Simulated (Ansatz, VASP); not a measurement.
# One calculation of Re, two programs

```xyz
2
Lattice="1.4102 -4.0590 0.0000 1.4102 4.0590 0.0000 0.0000 0.0000 2.7893" Properties=species:S:1:pos:R:3 pbc="T T T"
Re    1.4102   -2.9305    0.6973
Re    1.4102    2.9305    2.0919
```

Alike in both runs: functional PBE; k mesh 6 × 6 × 6; occupations gaussian, width 0.1 eV; no spin polarisation.

Ansatz relaxed the structure, and its values are those at the end. VASP's run is a single point on that final structure, the one shown.

```csv
,VASP,Ansatz
version,VASP 6.6.1,Ansatz 0.2.0
potentials or method,"VASP PAW PBE potentials, release 64 (Re_sv_GW), cutoff 500 eV","scalar-relativistic, plane waves, PAW"
valence electrons in the cell,30,30
```

```csv
,VASP,Ansatz,Ansatz less VASP
gap on the k mesh at the Fermi level (eV),none,none,-
pressure (GPa),-2.3,0.0,+2.29
rms of the force components (eV/Å),0.004,0.003,-0.0007
```

A gap of «none» marks a metal or a gap that the smearing closes.

The k mesh is coarse, so the values compare programs but aren't converged. Neither program's run includes spin-orbit coupling.
